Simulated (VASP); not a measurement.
# Ca (Fm-3m) in VASP: notebook

Runs on Ca. Level: LDA. Tasks: single point.

All numbers are computed with VASP 6.6.1; they aren't measurements. Logs are shortened: lines on timing, memory, paths and dates and some standing lists are left out, and cuts for length are marked.

## Step 1: The cell of the first run

Symmetry: Fm-3m, No. 225, cubic system. The conventional cell has a = 4.378 Å, b = 4.378 Å, c = 4.378 Å, α = 90.00°, β = 90.00°, γ = 90.00°. Within 4.1 Å of Ca (site symmetry m-3m) lie 12 Ca at 3.10 Å.

## Step 2: Single point, LDA

File INCAR:

```
SYSTEM = Ca
  ALGO = Normal
  EDIFF = 1E-6
  ENCUT = 520
  GGA = CA
  ISIF = 2
  ISMEAR = -1
  LASPH = .True.
  LCHARG = .True.
  LELF = .True.
  LREAL = .False.
  LVHAR = .True.
  LWAVE = .False.
  NBANDS = 11
  NELM = 80
  PREC = Accurate
  SIGMA = 0.08
```

File KPOINTS:

```
k-points
0
Gamma
  12 12 12
  0 0 0
```

File POSCAR:

```
Ca
1.0
    0.0000000000      2.1887876501      2.1887876501
    2.1887876501      0.0000000000      2.1887876501
    2.1887876501      2.1887876501      0.0000000000
Ca
1
Direct
    0.0000000000      0.0000000000      0.0000000000
```

Potentials or basis: VASP PAW LDA potentials, release 64 (Ca_sv).

Run with:

```sh
> cat potpaw_LDA.64/Ca_sv/POTCAR > POTCAR
> mpirun -np 1 vasp_std > vasp.out
```

OUTCAR:

```text
SYSTEM = Ca
   EDIFF = 1E-6
   ENCUT = 520
   GGA = CA
   ISIF = 2
   ISMEAR = -1
   LASPH = .True.
   LREAL = .False.
   NELM = 80
   PREC = Accurate

 ion  position               nearest neighbor table
   1  0.000  0.000  0.000-

  LATTYP: Found a face centered cubic cell.
 ALAT       =     4.3775753002

  Lattice vectors:

 A1 = (   0.0000000000,   2.1887876501,   2.1887876501)
 A2 = (   2.1887876501,   0.0000000000,   2.1887876501)
 A3 = (   2.1887876501,   2.1887876501,   0.0000000000)

Analysis of symmetry for initial positions (statically):
=====================================================================
 Subroutine PRICEL returns:
 Original cell was already a primitive cell.

 Routine SETGRP: Setting up the symmetry group for a
 face centered cubic supercell.

 Subroutine GETGRP returns: Found 48 space group operations
 (whereof 48 operations were pure point group operations)
 out of a pool of 48 trial point group operations.

The static configuration has the point symmetry O_h .

Analysis of symmetry for dynamics (positions and initial velocities):
=====================================================================
 Subroutine PRICEL returns:
 Original cell was already a primitive cell.

 Routine SETGRP: Setting up the symmetry group for a
 face centered cubic supercell.

 Subroutine GETGRP returns: Found 48 space group operations
 (whereof 48 operations were pure point group operations)
 out of a pool of 48 trial point group operations.

The dynamic configuration has the point symmetry O_h .

 Subroutine INISYM returns: Found 48 space group operations
 (whereof 48 operations are pure point group operations),
 and found     1 'primitive' translations

----------------------------------------------------------------------------------------

                                     Primitive cell

  volume of cell :      20.9721

  direct lattice vectors                    reciprocal lattice vectors
     0.000000000  2.188787650  2.188787650    -0.228436961  0.228436961  0.228436961
     2.188787650  0.000000000  2.188787650     0.228436961 -0.228436961  0.228436961
     2.188787650  2.188787650  0.000000000     0.228436961  0.228436961 -0.228436961

  length of vectors
     3.095413180  3.095413180  3.095413180     0.395664424  0.395664424  0.395664424

  position of ions in fractional coordinates (direct lattice)
     0.000000000  0.000000000  0.000000000

  ion indices of the primitive-cell ions
   primitive index   ion index
                 1           1

----------------------------------------------------------------------------------------

 KPOINTS: k-points

Automatic generation of k-mesh.
 Grid dimensions read from file:
 generate k-points for:   12   12   12

 Generating k-lattice:

  Cartesian coordinates                     Fractional coordinates (reciprocal lattice)
    -0.019036413  0.019036413  0.019036413     0.083333333  0.000000000  0.000000000
     0.019036413 -0.019036413  0.019036413     0.000000000  0.083333333  0.000000000
     0.019036413  0.019036413 -0.019036413     0.000000000  0.000000000  0.083333333

  Length of vectors
     0.032972035  0.032972035  0.032972035

  Shift w.r.t. Gamma in fractional coordinates (k-lattice)
     0.000000000  0.000000000  0.000000000

 Subroutine IBZKPT returns following result:
 ===========================================

 Found     72 irreducible k-points:

 Following reciprocal coordinates:
            Coordinates               Weight
  0.000000  0.000000  0.000000      1.000000
  0.083333  0.000000  0.000000      8.000000
  0.166667  0.000000  0.000000      8.000000
  0.250000  0.000000  0.000000      8.000000
  0.333333  0.000000  0.000000      8.000000
  0.416667  0.000000  0.000000      8.000000
[... 16 lines left out ...]
  0.500000  0.166667  0.000000     24.000000
 -0.416667  0.166667  0.000000     24.000000
 [... further k-points ...]
   k-points           NKPTS =     72   k-points in BZ     NKDIM =     72   number of bands    NBANDS=     11
   number of dos      NEDOS =    301   number of ions     NIONS =      1
   total plane-waves  NPLWV =  13824
   dimension x,y,z NGX =    24 NGY =   24 NGZ =   24
   dimension x,y,z NGXF=    48 NGYF=   48 NGZF=   48
   ions per type =               1
   NGX,Y,Z   is equivalent  to a cutoff of  12.89, 12.89, 12.89 a.u.
   NGXF,Y,Z  is equivalent  to a cutoff of  25.78, 25.78, 25.78 a.u.
 SYSTEM =  Ca
   PREC   = accura    normal or accurate (medium, high low for compatibility)
   ISTART =      0    job   : 0-new  1-cont  2-samecut
   ICHARG =      2    charge: 1-file 2-atom 10-const
   ISPIN  =      1    spin polarized calculation?
   LNONCOLLINEAR =      F non collinear calculations
   LSORBIT =      F    spin-orbit coupling
   LASPH  =      T    aspherical Exc in radial PAW
   ENCUT  =  520.0 eV  38.22 Ry    6.18 a.u.   5.76  5.76  5.76*2*pi/ulx,y,z
   NELM   =     80;   NELMIN=  2; NELMDL= -5     # of ELM steps
   EDIFF  = 0.1E-05   stopping-criterion for ELM
   LREAL  =      F    real-space projection
   EDIFFG = 0.1E-04   stopping-criterion for IOM
   NSW    =      0    number of steps for IOM
   IBRION =     -1    ionic relax: 0-MD 1-quasi-New 2-CG
   NFREE  =      0    steps in history (QN), initial steepest desc. (CG)
   ISIF   =      2    stress and relaxation
   ISYM   =      2    0-nonsym 1-usesym 2-fastsym
   POTIM  = 0.5000    time-step for ionic-motion
   TEBEG  =    0.0;   TEEND  =   0.0 temperature during run
   PSTRESS=    0.0 pullay stress
   NELECT =      10.0000    total number of electrons
   NUPDOWN=      -1.0000    fix difference up-down
   EMIN   =  10.00;   EMAX   =-10.00  energy-range for DOS
   EFERMI =   0.00;   METHOD = LEGACY
   ISMEAR =    -1;   SIGMA  =   0.08  broadening in eV -4-tet -1-fermi 0-gaus
   EFERMI_NEDOS =   21; number of points for ismear=-14 and -15
   IALGO  =     38    algorithm
   IMIX   =      4    mixing-type and parameters
     AMIX     =   0.40;   BMIX     =  1.00
     AMIX_MAG =   1.60;   BMIX_MAG =  1.00
  volume/ion in A,a.u.               =      20.97       141.53
  Fermi-wavevector in a.u.,A,eV,Ry     =   1.278972  2.416908 22.256011  1.635771
  Thomas-Fermi vector in A             =   2.411485
   LORBIT       =      0    0 simple, 1 ext, 2 COOP (PROOUT), +10 PAW based schemes
   GGA     = CA    functional components
   LHFCALC =     F    Hartree Fock is set to
   AEXX    =    0.0000 exact exchange contribution
   IVDW    =     0    specifies the selected vdW correction
   LEPSILON=     F    determine dielectric tensor
   LRPA    =     F    only Hartree local field effects (RPA)
 non-spin polarized calculation
  energy-cutoff  :      520.00
  volume of cell :       20.97
 maximum number of plane-waves:       588
   NGX = 11   NGY = 11   NGZ = 11

 number of electron      10.0000002 magnetization

 Free energy of the ion-electron system (eV)
  ---------------------------------------------------
  ext. energy  EPLUGINS =         0.00000000
  ---------------------------------------------------
  free energy    TOTEN  =        -1.20265342 eV

  energy without entropy =       -1.18075642  energy(sigma->0) =       -1.19170492

 E-fermi :   5.3124     XC(G=0): -10.5875

 val. band max:        5.3096611440   @ k =  -0.4167   0.4167   0.0000
 cond. band min:       5.3269413281   @ k =  -0.3333   0.3333   0.0000
 fundamental gap:      0.0172801841
 Fermi energy:         5.3123913913

 k-point     1 :       0.0000    0.0000    0.0000
  band No.  band energies     occupation
      1     -34.9940      2.00000
      2     -15.6279      2.00000
      3     -15.6279      2.00000
      4     -15.6279      2.00000
      5       0.6489      2.00000
      6       8.3831      0.00000
      7       8.3831      0.00000
      8       8.3831      0.00000
      9      10.7081      0.00000
     10      10.7081      0.00000
     11      18.1188      0.00000

 k-point     2 :       0.0833    0.0000    0.0000
  band No.  band energies     occupation
      1     -34.9762      2.00000
      2     -15.7285      2.00000
      3     -15.6389      2.00000
      4     -15.6389      2.00000
      5       0.8843      2.00000
      6       8.1479      0.00000
      7       8.4820      0.00000
      8       8.4820      0.00000
      9      10.6083      0.00000
     10      10.6083      0.00000
     11      18.5556      0.00000

 k-point     3 :       0.1667    0.0000    0.0000
  band No.  band energies     occupation
      1     -34.9272      2.00000
      2     -15.9958      2.00000
      3     -15.6688      2.00000
      4     -15.6688      2.00000
      5       1.5346      2.00000
      6       7.6089      0.00000
      7       8.6742      0.00000
      8       8.6742      0.00000
      9      10.4731      0.00000
     10      10.4731      0.00000
     11      19.2764      0.00000

 k-point     4 :       0.2500    0.0000    0.0000
  band No.  band energies     occupation
      1     -34.8594      2.00000
      2     -16.3453      2.00000
      3     -15.7092      2.00000
      4     -15.7092      2.00000
      5       2.4328      2.00000
      6       7.0791      0.00000
      7       8.6684      0.00000
      8       8.6684      0.00000
      9      10.6938      0.00000
     10      10.6938      0.00000
     11      17.9806      0.00000
[... 239 lines left out ...]
 k-point    22 :       0.4167    0.1667    0.0000
  band No.  band energies     occupation
      1     -34.7348      2.00000
      2     -16.7185      2.00000
      3     -15.9286      2.00000
      4     -15.8674      2.00000
      5       4.0870      2.00000
      6       6.2510      0.00002
      7       7.6158      0.00000
      8       9.0696      0.00000
      9      11.6079      0.00000
     10      12.1884      0.00000
     11      17.0572      0.00000

 k-point    23 :       0.5000    0.1667    0.0000
  band No.  band energies     occupation
      1     -34.6988      2.00000
      2     -16.8576      2.00000
      3     -15.9998      2.00000
      4     -15.8650      2.00000
      5       4.5542      1.99985
      6       6.1852      0.00004
      7       7.6231      0.00000
      8       8.8553      0.00000
      9      12.3107      0.00000
     10      12.6038      0.00000
     11      15.9684      0.00000

 k-point    24 :      -0.4167    0.1667    0.0000
  band No.  band energies     occupation
      1     -34.6940      2.00000
      2     -16.8697      2.00000
      3     -16.0450      2.00000
      4     -15.8368      2.00000
      5       4.6711      1.99934
      6       6.2583      0.00001
      7       7.5985      0.00000
      8       8.7584      0.00000
      9      11.8646      0.00000
     10      13.1255      0.00000
     11      15.9018      0.00000

 [... further k-points ...]

------------------------ aborting loop because EDIFF is reached ----------------------------------------

  FORCE on cell =-STRESS in cart. coord.  units (eV):
  Direction    XX          YY          ZZ          XY          YZ          ZX
  --------------------------------------------------------------------------------------
  -------------------------------------------------------------------------------------
  Total        3.6283844      3.6283844      3.6283844     -0.0000000     -0.0000000      0.0000000
  in kB      277.1934670    277.1934670    277.1934670     -0.0000000     -0.0000000      0.0000000
  external PRESSURE =     277.1934670 kB  Pullay stress =       0.0000000 kB

 VOLUME and BASIS-vectors are now :
 -----------------------------------------------------------------------------
  energy-cutoff  :      520.00
  volume of cell :       20.97
      direct lattice vectors                 reciprocal lattice vectors
     0.000000000  2.188787650  2.188787650    -0.228436961  0.228436961  0.228436961
     2.188787650  0.000000000  2.188787650     0.228436961 -0.228436961  0.228436961
     2.188787650  2.188787650  0.000000000     0.228436961  0.228436961 -0.228436961

 POSITION                                       TOTAL-FORCE (eV/Angst)
 -----------------------------------------------------------------------------------
      0.00000      0.00000      0.00000         0.000000      0.000000      0.000000
 -----------------------------------------------------------------------------------
    total drift:                               -0.000000     -0.000000     -0.000000

  FREE ENERGIE OF THE ION-ELECTRON SYSTEM (eV)
  ---------------------------------------------------
  free  energy   TOTEN  =        -1.2026534241 eV

  energy  without entropy=       -1.1807564168  energy(sigma->0) =       -1.19170492
```

Wall time 6.9 s (1 thread of AMD EPYC 9R45 (Zen 5), shared host); peak memory 0.11 GiB.

Results:

- Free energy: -1.2027 eV
- Pressure: 27.7 GPa
- Band gap on the k mesh: zero (band 5 reaches 5.36 eV, above the bottom of band 6 at 4.96 eV)

Levels at points of the mesh, in eV from the Fermi level:
```tsv
k point	band 3	band 4	band 5	band 6	band 7	band 8
(0.00, 0.00, 0.00)	-20.94	-20.94	-4.66	3.07	3.07	3.07
(0.50, 0.00, 0.00)	-21.10	-21.10	-1.38	1.80	2.82	2.82
(0.50, 0.50, 0.00)	-21.40	-21.40	-1.61	-0.35	3.93	6.95
```

## Step 3: Single point, LDA

File INCAR:

```
PREC = Accurate
ENCUT = 520
EDIFF = 1E-6
ISMEAR = -1
SIGMA = 0.08
LREAL = False
LASPH = True
NELM = 80
ALGO = Normal
ISIF = 2
LWAVE = False
LCHARG = True
GGA = CA
LELF = True
LVHAR = True
NBANDS = 11
```

File KPOINTS:

```
regular mesh
0
Gamma
  12 12 12
```

POSCAR is that of step 2.

Potentials or basis: VASP PAW LDA potentials, release 64 (Ca_sv).

Run with:

```sh
> cat potpaw_LDA.64/Ca_sv/POTCAR > POTCAR
> mpirun -np 1 vasp_std > vasp.out
```

It took 6.9 s on 1 thread of AMD EPYC 9R45 (Zen 5), shared host; peak memory 0.1 GiB.

The run converged. Its results:

- Free energy: -1.2027 eV
- Pressure: 27.7 GPa
- Band gap on the k mesh: zero (band 5 reaches 5.36 eV, above the bottom of band 6 at 4.96 eV)

Levels at points of the mesh, in eV from the Fermi level:
```csv
k point,band 1,band 2,band 3,band 4,band 5,band 6,band 7,band 8,band 9,band 10
"(0.00, 0.00, 0.00)",-40.31,-20.94,-20.94,-20.94,-4.66,3.07,3.07,3.07,5.40,5.40
"(0.50, 0.00, 0.00)",-40.03,-22.31,-21.10,-21.10,-1.38,1.80,2.82,2.82,6.94,6.94
"(0.50, 0.50, 0.00)",-39.95,-22.20,-21.40,-21.40,-1.61,-0.35,3.93,6.95,7.36,7.36
```
